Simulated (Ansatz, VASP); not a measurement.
Y: VASP beside Ansatz

INCAR

```
PREC = Accurate
ENCUT = 520
EDIFF = 1E-6
ISMEAR = -1
SIGMA = 0.1
LREAL = False
LASPH = True
NELM = 60
ALGO = Normal
ISIF = 2
LWAVE = False
LCHARG = False
GGA = CA
NBANDS = 12
```

Contents of KPOINTS:

```
Automatic mesh
0
Gamma
  13 13 13
```

The input POSCAR:

```
Y
1.0
   -1.9571968573      1.9571968573      1.9571968573
    1.9571968573     -1.9571968573      1.9571968573
    1.9571968573      1.9571968573     -1.9571968573
Y
1
Direct
    0.0000000000      0.0000000000      0.0000000000
```

Input for Ansatz:

```yaml
crystal:
  lattice:
    - [-1.9571968573, 1.9571968573, 1.9571968573]
    - [1.9571968573, -1.9571968573, 1.9571968573]
    - [1.9571968573, 1.9571968573, -1.9571968573]
  atoms:
    - { symbol: "Y", position: [0.0, 0.0, 0.0] }
hamiltonian:
  xc: lda
  pseudopotentials:
    kind: paw
    azcp:
      "Y": "pseudopotentials/Y.paw.azcp"
basis:
  ecutwfc: 420
  fft_grid_basis: typed
kpoints:
  mp_grid: { grid: [13, 13, 13], shift: [0, 0, 0] }
magnetization:
  spin_polarized: false
scf:
  occupations: { method: fermi_dirac, width: 0.1 }
  lower_state_search: "off"
output:
  stress: true
```

Alike in both runs: task single point; functional LDA; k mesh 13 × 13 × 13; occupations fermi-dirac, width 0.1 eV; no spin polarisation.

|  | VASP | Ansatz |
| --- | --- | --- |
| version | VASP 6.6.1 | Ansatz 0.2.0 |
| potentials or method | VASP PAW LDA potentials, release 64 (Y_sv), cutoff 520 eV | plane waves (420 eV) with PAW, scalar-relativistic |
| valence electrons in the cell | 11 | 11 |

|  | VASP | Ansatz | Ansatz less VASP |
| --- | --- | --- | --- |
| pressure (GPa) | -0.1 | 0.0 | +0.16 |

Ansatz warns that its potentials were made for another functional, while VASP's fit it. LDA's correlation is that of Perdew and Zunger in VASP and of Perdew and Wang (1992) in Ansatz.
